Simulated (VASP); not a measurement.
**Zr3S2: single point with PBE**

The system is Zr3S2.

```
CELL_PARAMETERS angstrom
4.97774 0.00000 0.00000
-2.48887 4.31085 0.00000
0.00000 0.00000 4.86813
ATOMIC_POSITIONS crystal
Zr 0.33333 0.66667 0.50000
Zr 0.66667 0.33333 0.50000
Zr 0.00000 0.00000 0.00000
S 0.33333 0.66667 0.00000
S 0.66667 0.33333 0.00000
```

The cell was generated, and may not be a known phase.

```json
{
 "Program": "VASP 6.6.1",
 "Task": "single point",
 "Functional": "PBE",
 "Potentials or basis": "VASP PAW PBE potentials, release 64 (Zr_sv, S)",
 "Cutoff": "520 eV",
 "k mesh": "6 × 6 × 4",
 "Occupations": "gaussian, width 0.1 eV",
 "Spin": "collinear spin",
 "Starting moments": "[1.0, 1.0, 1.0, 0.0, 0.0] μB",
 "Dipole correction": "no",
 "Further INCAR settings": "ALGO = Normal; EDIFF = 1e-06; NBANDS = 36"
}
```

```
Pressure                                              : 0.3 GPa
Net moment                                            : 0.55 μB per cell
Site moments                                          : Zr +0.22, -0.07 (each value once); S +0.01 μB
Valence electrons inside the program's atomic spheres : Zr 9.98, 9.52 (each value once); S 3.75
```

Levels at points of the mesh, in eV from the Fermi level:
Spin up:
| k point | band 20 | band 21 | band 22 | band 23 | band 24 | band 25 | band 26 | band 27 | band 28 | band 29 |
| --- | --- | --- | --- | --- | --- | --- | --- | --- | --- | --- |
| (0.00, 0.00, 0.00) | -2.22 | -1.75 | -0.64 | -0.64 | 0.01 | 0.01 | 0.99 | 0.99 | 1.11 | 1.16 |
| (0.50, 0.00, 0.00) | -2.14 | -1.82 | -1.75 | -0.43 | -0.41 | -0.35 | -0.17 | 1.30 | 1.57 | 2.36 |
| (0.00, 0.00, 0.50) | -2.47 | -2.47 | -0.85 | -0.85 | 0.85 | 0.85 | 1.33 | 1.73 | 1.73 | 2.88 |
| (0.50, 0.00, 0.50) | -2.37 | -1.41 | -1.23 | -0.72 | 0.02 | 0.25 | 0.68 | 1.24 | 1.74 | 2.32 |
Spin down:
```tsv
k point	band 21	band 22	band 23	band 24	band 25	band 26	band 27	band 28
(0.00, 0.00, 0.00)	-1.74	-0.49	-0.49	-0.02	-0.02	1.13	1.18	1.18
(0.50, 0.00, 0.00)	-1.71	-1.67	-0.20	-0.15	-0.11	-0.08	1.31	1.62
(0.00, 0.00, 0.50)	-2.33	-0.79	-0.79	1.21	1.21	1.25	1.87	1.87
(0.50, 0.00, 0.50)	-1.23	-1.01	-0.61	0.26	0.46	0.68	1.20	1.89
```

Run time: 2.8 min on 1 thread of Intel(R) Xeon(R) Platinum 8259CL CPU @ 2.50GHz (Skylake/Cascade Lake), on a shared host, peak memory 0.33 GiB.

Caveat: a moment this small can come from the mesh or the smearing.
